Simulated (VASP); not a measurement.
Ga4Sb3As, 8 atoms in the cell. Symmetry: P-4m2, No. 115, tetragonal system. The conventional cell has a = 4.261 Å, b = 4.261 Å, c = 12.007 Å, α = 90.00°, β = 90.00°, γ = 90.00°. As (site symmetry -4m2) has 4 Ga at 2.52 Å within 3.3 Å. Ga (site symmetry 2mm) has 2 As at 2.52 Å and 2 Sb at 2.64 Å within 3.3 Å. Ga (site symmetry 2mm) has 4 Sb at 2.63 to 2.64 Å within 3.5 Å. Within 3.5 Å of Sb (site symmetry 2mm) lie 4 Ga at 2.63 to 2.64 Å. Within 3.5 Å of Sb (site symmetry -4m2) lie 4 Ga at 2.64 Å. 

| Quantity | Value |
| --- | --- |
| Program | VASP 6.6.1 |
| Task | single point |
| Functional | r2SCAN |
| Potentials or basis | VASP PAW PBE potentials, release 64 (As, Ga_d, Sb) |
| Cutoff | 550 eV |
| k mesh | 6 × 6 × 2 |
| Occupations | fermi-dirac, width 0.02 eV |
| Spin | no spin polarisation |
| Dipole correction | no |
| Further INCAR settings | ALGO = Normal; EDIFF = 1e-06; NBANDS = 46 |

Potentials or basis: VASP PAW PBE potentials, release 64 (As, Ga_d, Sb).

Run with:

```sh
$ cat potpaw_PBE.64/As/POTCAR potpaw_PBE.64/Ga_d/POTCAR potpaw_PBE.64/Sb/POTCAR > POTCAR
$ cp INCAR.step1 INCAR
$ mpirun -np 1 vasp_std > vasp.out
$ cp INCAR.step2 INCAR
$ mpirun -np 1 vasp_std > vasp.out
```

Hardware: 1 thread of Oxide Virtual Turin-like Processor, on a shared host.

Estimate the wall time of this run.

Wall time 9.1 min on 1 thread of Oxide Virtual Turin-like Processor, with other jobs on the host, peak memory 0.46 GiB. Counts: k points 20.
